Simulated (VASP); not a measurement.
# PtSe2 (P-3m1) in VASP: vibrations by perturbation theory with PBE

Aim: the vibrations by perturbation theory of PtSe2 with PBE.

All numbers are computed with VASP 6.6.1; they aren't measurements. Logs are shortened: lines on timing, memory, paths and dates and some standing lists are left out, and cuts for length are marked.

### Step 1. The cell of the first run

It takes space group P-3m1 (No. 164, trigonal). Conventional cell: a = 3.751 Å, b = 3.751 Å, c = 6.522 Å, α = 90.00°, β = 90.00°, γ = 120.00°. Within 3.3 Å of Pt (site symmetry -3m) lie 6 Se at 2.53 Å. Within 3.4 Å of Se (site symmetry 3m) lie 3 Pt at 2.53 Å and 3 Se at 3.39 Å.

### Step 2. Vibrations by perturbation theory, PBE

Contents of INCAR:

```
ALGO = Normal ; EDIFF = 1E-8
ENCUT = 500 ; GGA = PE
GGA_COMPAT = F ; IBRION = 8
ISIF = 2 ; ISMEAR = 0
LASPH = T ; LCHARG = T
LEPSILON = T ; LREAL = F
LWAVE = F ; NBANDS = 18
NELM = 120 ; NSW = 1
PREC = Accurate ; SIGMA = 0.01
```

Contents of KPOINTS:

```
k-points
0
Gamma
  9 9 4
```

Contents of POSCAR:

```
PtSe2
1.0
    3.7514996106      0.0000000000      0.0000000000
   -1.8757498053      3.2488939651      0.0000000000
    0.0000000000      0.0000000000      6.5224041759
Pt Se
1 2
Direct
    0.0000000000      0.0000000000      0.0000000000
    0.3333333333      0.6666666667      0.2003479045
    0.6666666667      0.3333333333      0.7996520955
```

Potentials or basis: VASP PAW PBE potentials, release 64 (Pt, Se).

Started as:

```sh
$ cat potpaw_PBE.64/Pt/POTCAR potpaw_PBE.64/Se/POTCAR > POTCAR
$ mpirun -np 1 vasp_std > vasp.out
```

OUTCAR:

```text
EDIFF = 1E-8
   ENCUT = 500
   GGA = PE
   IBRION = 8
   ISIF = 2
   ISMEAR = 0
   LASPH = T
   LEPSILON = T
   LREAL = F
   NELM = 120
   NSW = 1
   PREC = Accurate

 ion  position               nearest neighbor table
   1  0.000  0.000  0.000-   2 2.53   3 2.53   3 2.53   2 2.53   3 2.53   2 2.53
   2  0.333  0.667  0.200-   1 2.53   1 2.53   1 2.53
   3  0.667  0.333  0.800-   1 2.53   1 2.53   1 2.53

  LATTYP: Found a hexagonal cell.
 ALAT       =     3.7514996106
 C/A-ratio  =     1.7386125158

  Lattice vectors:

 A1 = (   3.7514996106,   0.0000000000,   0.0000000000)
 A2 = (  -1.8757498053,   3.2488939651,   0.0000000000)
 A3 = (   0.0000000000,   0.0000000000,   6.5224041759)

Analysis of symmetry for initial positions (statically):
=====================================================================
 Subroutine PRICEL returns:
 Original cell was already a primitive cell.

 Routine SETGRP: Setting up the symmetry group for a
 hexagonal supercell.

 Subroutine GETGRP returns: Found 12 space group operations
 (whereof 12 operations were pure point group operations)
 out of a pool of 24 trial point group operations.

The static configuration has the point symmetry D_3d.

Analysis of symmetry for dynamics (positions and initial velocities):
=====================================================================
 Subroutine PRICEL returns:
 Original cell was already a primitive cell.

 Routine SETGRP: Setting up the symmetry group for a
 hexagonal supercell.

 Subroutine GETGRP returns: Found 12 space group operations
 (whereof 12 operations were pure point group operations)
 out of a pool of 24 trial point group operations.

The dynamic configuration has the point symmetry D_3d.

 Subroutine INISYM returns: Found 12 space group operations
 (whereof 12 operations are pure point group operations),
 and found     1 'primitive' translations

----------------------------------------------------------------------------------------

                                     Primitive cell

  volume of cell :      79.4965

  direct lattice vectors                    reciprocal lattice vectors
     3.751499611  0.000000000  0.000000000     0.266560070  0.153898528  0.000000000
    -1.875749805  3.248893965  0.000000000     0.000000000  0.307797057  0.000000000
     0.000000000  0.000000000  6.522404176     0.000000000  0.000000000  0.153317699

  length of vectors
     3.751499611  3.751499611  6.522404176     0.307797057  0.307797057  0.153317699

  position of ions in fractional coordinates (direct lattice)
     0.000000000  0.000000000  0.000000000
     0.333333333  0.666666667  0.200347904
     0.666666667  0.333333333  0.799652096

  ion indices of the primitive-cell ions
   primitive index   ion index
                 1           1
                 2           2
                 3           3

----------------------------------------------------------------------------------------

 KPOINTS: k-points

Automatic generation of k-mesh.
 Grid dimensions read from file:
 generate k-points for:    9    9    4

 Generating k-lattice:

  Cartesian coordinates                     Fractional coordinates (reciprocal lattice)
     0.029617786  0.017099836  0.000000000     0.111111111  0.000000000  0.000000000
     0.000000000  0.034199673  0.000000000     0.000000000  0.111111111  0.000000000
     0.000000000  0.000000000  0.038329425     0.000000000  0.000000000  0.250000000

  Length of vectors
     0.034199673  0.034199673  0.038329425

  Shift w.r.t. Gamma in fractional coordinates (k-lattice)
     0.000000000  0.000000000  0.000000000

 Subroutine IBZKPT returns following result:
 ===========================================

 Found     43 irreducible k-points:

 Following reciprocal coordinates:
            Coordinates               Weight
  0.000000  0.000000  0.000000      1.000000
  0.111111  0.000000  0.000000      6.000000
[... 633 lines left out ...]

 Free energy of the ion-electron system (eV)
  ---------------------------------------------------
  ---------------------------------------------------
  free energy    TOTEN  =        -3.88530029 eV

  energy without entropy =       -3.88530029

------------------------ aborting loop because EDIFF is reached ----------------------------------------

--------------------------------------- Ionic step        2  -------------------------------------------

------------------------ aborting loop because EDIFF is reached ----------------------------------------

--------------------------------------- Ionic step        3  -------------------------------------------

------------------------ aborting loop because EDIFF is reached ----------------------------------------

 PIEZOELECTRIC TENSOR FIELD DIRECTION 3  (e Angst)
 -----------------------------------------------------------------------------
     0.00379  0.00000  0.00000           (  0.00003 -0.00000  0.00000)
    -0.00000  0.00379 -0.00000           (  0.00000  0.00003  0.00000)
     0.00000 -0.00000 -0.00659           (  0.00000  0.00000 -0.00005)

 PIEZOELECTRIC TENSOR FIELD DIRECTION 3  (C/m^2)
 -----------------------------------------------------------------------------
     0.00076  0.00000  0.00000
    -0.00000  0.00076 -0.00000
     0.00000 -0.00000 -0.00133

--------------------------------------- Ionic step        4  -------------------------------------------

------------------------ aborting loop because EDIFF is reached ----------------------------------------

[... ionic steps 5 to 5 ...]

--------------------------------------- Ionic step        6  -------------------------------------------

------------------------ aborting loop because EDIFF is reached ----------------------------------------

--------------------------------------- Ionic step        7  -------------------------------------------

------------------------ aborting loop because EDIFF is reached ----------------------------------------

[... ionic steps 8 to 8 ...]

--------------------------------------- Ionic step        9  -------------------------------------------

 Free energy of the ion-electron system (eV)
  ---------------------------------------------------
  ---------------------------------------------------
  free energy    TOTEN  =        -0.09771268 eV

  energy without entropy =       -0.09771268

------------------------ aborting loop because EDIFF is reached ----------------------------------------

 INTERNAL STRAIN TENSOR  FOR ION    2  DIRECTION 3   (eV/Angst):
 -----------------------------------------------------------------------------
   -11.49432  0.00000  0.00000
     0.00000-11.49432  0.00000
    -0.00000  0.00000-14.55832

 MACROSCOPIC STATIC DIELECTRIC TENSOR (including local field effects in DFT)
 ------------------------------------------------------
          17.134943     0.000000     0.000000
           0.000000    17.134943     0.000000
           0.000000    -0.000000     5.387945
 ------------------------------------------------------

 PIEZOELECTRIC TENSOR (including local field effects)  for field in x, y, z        (e  Angst)
          XX          YY          ZZ          XY          YZ          ZX
  --------------------------------------------------------------------------------
  x     0.00000     0.00000     0.00000     0.00000     0.00000     0.00000
  y     0.00000     0.00000     0.00000     0.00000     0.00000     0.00000
  z     0.00000     0.00000     0.00000     0.00000     0.00000     0.00000

 PIEZOELECTRIC TENSOR (including local field effects)  for field in x, y, z        (C/m^2)
          XX          YY          ZZ          XY          YZ          ZX
  --------------------------------------------------------------------------------
  x     0.00000     0.00000     0.00000     0.00000     0.00000     0.00000
  y     0.00000     0.00000     0.00000     0.00000     0.00000     0.00000
  z     0.00000     0.00000     0.00000     0.00000     0.00000     0.00000

 BORN EFFECTIVE CHARGES (including local field effects) (in |e|, cummulative output)
 ---------------------------------------------------------------------------------
 ion    1
    1     2.42108     0.00000     0.00000
    2     0.00000     2.42108    -0.00000
    3    -0.00000     0.00000    -0.07671
 ion    2
    1    -1.21054     0.00000     0.00000
    2     0.00000    -1.21054    -0.00000
    3     0.00000     0.00000     0.03835
 ion    3
    1    -1.21054     0.00000     0.00000
    2     0.00000    -1.21054    -0.00000
    3     0.00000     0.00000     0.03835

 INTERNAL STRAIN TENSOR FOR ION    3 for displacements in x,y,z  (eV/Angst):
          X           Y           Z          XY          YZ          ZX
  --------------------------------------------------------------------------------
  x     0.00000     0.00000     0.00000    -5.50404     0.00000    10.51252
  y    -5.50404     5.50404     0.00000     0.00000    11.06997     0.00000
  z    11.49432    11.49432    14.55832     0.00000     0.00000     0.00000

 SECOND DERIVATIVES (NOT SYMMETRIZED)
 ------------------------------------
               1X          1Y          1Z          2X          2Y          2Z          3X          3Y          3Z
  1X   -14.549381    0.000000    0.000000    7.274691    0.000000    0.000000    7.274691    0.000000    0.000000
  1Y     0.000000  -14.549381    0.000000    0.000000    7.274691    0.000000    0.000000    7.274691    0.000000
  1Z     0.000000    0.000000  -15.885471    0.000000   -0.000000    7.942735   -0.000000   -0.000000    7.942735
  2X     7.275916    0.000000    0.000000   -7.820579    0.000000    0.000000    0.544664    0.000000    0.000000
  2Y     0.000000    7.275916    0.000000    0.000000   -7.820579    0.000000    0.000000    0.544664    0.000000
  2Z     0.000000   -0.000000    7.944125    0.000000   -0.000000   -9.561342   -0.000000    0.000000    1.617217
  3X     7.275916    0.000000    0.000000    0.544664    0.000000    0.000000   -7.820579    0.000000    0.000000
  3Y     0.000000    7.275916    0.000000    0.000000    0.544664    0.000000    0.000000   -7.820579    0.000000
  3Z     0.000000   -0.000000    7.944125   -0.000000    0.000000    1.617217    0.000000   -0.000000   -9.561342

 Eigenvectors and eigenvalues of the dynamical matrix
 ----------------------------------------------------

   1 f  =    6.670128 THz    41.909651 2PiTHz  222.491526 cm-1    27.585421 meV
             X         Y         Z           dx          dy          dz
      0.000000  0.000000  0.000000    -0.000000    0.000000   -0.668821
     -0.000000  2.165929  1.306750     0.000000    0.000000    0.525679
      1.875750  1.082965  5.215654     0.000000   -0.000000    0.525679
[... 43 lines left out ...]
   9 f/i=    0.000290 THz     0.001823 2PiTHz    0.009678 cm-1     0.001200 meV
             X         Y         Z           dx          dy          dz
      0.000000  0.000000  0.000000     0.000000    0.000000   -0.743423
     -0.000000  2.165929  1.306750     0.000000    0.000000   -0.472928
      1.875750  1.082965  5.215654     0.000000    0.000000   -0.472928

--------------------------------------------------------------------------------------------------------

 MACROSCOPIC STATIC DIELECTRIC TENSOR IONIC CONTRIBUTION
 ------------------------------------------------------
           0.916997    -0.000000    -0.000000
          -0.000000     0.916997    -0.000000
          -0.000000    -0.000000     0.000843
 ------------------------------------------------------

 ELASTIC MODULI CONTR FROM IONIC RELAXATION (kBar)
 Direction    XX          YY          ZZ          XY          YZ          ZX
 --------------------------------------------------------------------------------
 XX        -622.3761   -330.4265   -603.3939      0.0000    293.5908     -0.0000
 YY        -330.4265   -622.3761   -603.3939     -0.0000   -293.5908      0.0000
 ZZ        -603.3939   -603.3939   -764.2385     -0.0000     -0.0000      0.0000
 XY           0.0000     -0.0000     -0.0000   -145.9748     -0.0000    278.8063
 YZ         293.5908   -293.5908     -0.0000     -0.0000   -590.4825      0.0000
 ZX          -0.0000      0.0000      0.0000    278.8063      0.0000   -532.5094
 --------------------------------------------------------------------------------

 PIEZOELECTRIC TENSOR IONIC CONTR  for field in x, y, z        (C/m^2)
          XX          YY          ZZ          XY          YZ          ZX
  --------------------------------------------------------------------------------
  x    -0.00000     0.00000    -0.00000     0.00000     0.00000     0.00000
  y    -0.00000     0.00000    -0.00000    -0.00000     0.00000     0.00000
  z    -0.00000     0.00000     0.00000    -0.00000    -0.00000     0.00000
```

It took 22 min on 1 thread of Oxide Virtual Turin-like, shared host; peak memory 0.58 GiB.

What came out:

```yaml
Electronic_dielectric_tensor_diagonal: 17.13, 17.13, 5.39
Born_charges_mean_of_the_diagonal: Pt +1.59; Se -0.79 e
Highest_phonon_frequency_at_Γ_LO-TO_splitting_left_out: 222 cm⁻¹
```

Phonon frequencies in cm⁻¹ (negative: imaginary):
```csv
q point,frequencies
"(0.000, 0.000, 0.000)",0 0 0 170 170 196 213 213 222
```

Electronic dielectric tensor:
```
17.13  0.00  0.00
 0.00 17.13  0.00
 0.00  0.00  5.39
```

Born effective charge tensors (e):
atom 1, Pt
```
 2.42  0.00  0.00
 0.00  2.42  0.00
 0.00  0.00 -0.08
```
atom 2, Se
```
-1.21  0.00  0.00
 0.00 -1.21  0.00
 0.00  0.00  0.04
```
atom 3, Se
```
-1.21  0.00  0.00
 0.00 -1.21  0.00
 0.00  0.00  0.04
```

Caveat: spin-orbit coupling is left out, which moves the levels of the heavy elements.
